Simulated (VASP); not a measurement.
Runs of VASP 6.6.1 on Al. The structure is that of space group P6/mmm (No. 191), or close to it. The cells are those of the table. This isn't the form of Al at room conditions, which is fcc.

| task | level | cell | cutoff (eV) | share of exact exchange | screening parameter | gap on the mesh (eV) | pressure (GPa) |
| --- | --- | --- | --- | --- | --- | --- | --- |
| single point | HSE06 | a = 4.484, b = 4.484, c = 2.840 Å, angles 90.0, 90.0, 120.0°, 2 atoms | 520 | 0.25 | 0.2079 1/Å | none | -0.1 |
| single point | r2SCAN0 | a = 4.492, b = 4.492, c = 2.723 Å, angles 90.0, 90.0, 120.0°, 2 atoms | 520 | 0.25 | - | none | 1.4 |
| single point | B3LYP | a = 4.492, b = 4.492, c = 2.723 Å, angles 90.0, 90.0, 120.0°, 2 atoms | 520 | 0.2 | - | none | 3.7 |
| relaxation of cell and atoms | HF | relaxed from a = 4.492, b = 4.492, c = 2.723 Å, angles 90.0, 90.0, 120.0°, 2 atoms | 600 | 1 | - | none | 0.0 |
| single point | HSE06 | a = 4.492, b = 4.492, c = 2.723 Å, angles 90.0, 90.0, 120.0°, 2 atoms | 520 | 0.25 | 0.2079 1/Å | none | 1.8 |
| single point | B3LYP | a = 4.579, b = 4.579, c = 2.842 Å, angles 90.0, 90.0, 120.0°, 2 atoms | 520 | 0.2 | - | none | -0.1 |
| single point | PBE-based screened hybrid with 25 % exact exchange | a = 4.489, b = 4.489, c = 2.842 Å, angles 90.0, 90.0, 120.0°, 2 atoms | 520 | 0.25 | 0.3 1/Å | none | -0.1 |
| single point | PBEsol-based screened hybrid with 25 % exact exchange | a = 4.492, b = 4.492, c = 2.723 Å, angles 90.0, 90.0, 120.0°, 2 atoms | 520 | 0.25 | 0.207 1/Å | none | (a) |

Alike in all rows: potentials or basis VASP PAW PBE potentials, release 64 (Al); no spin polarisation; k mesh 4 × 4 × 5; smearing fermi-dirac 0.05 eV.

Task: Fill in the values left out.

Result: (a) 1.1.

Caveats: all runs use coarse meshes; the PAW data sets were made with another functional, which shifts forces and pressure a little.

A gap of «none» marks levels without a gap at the run's occupations.
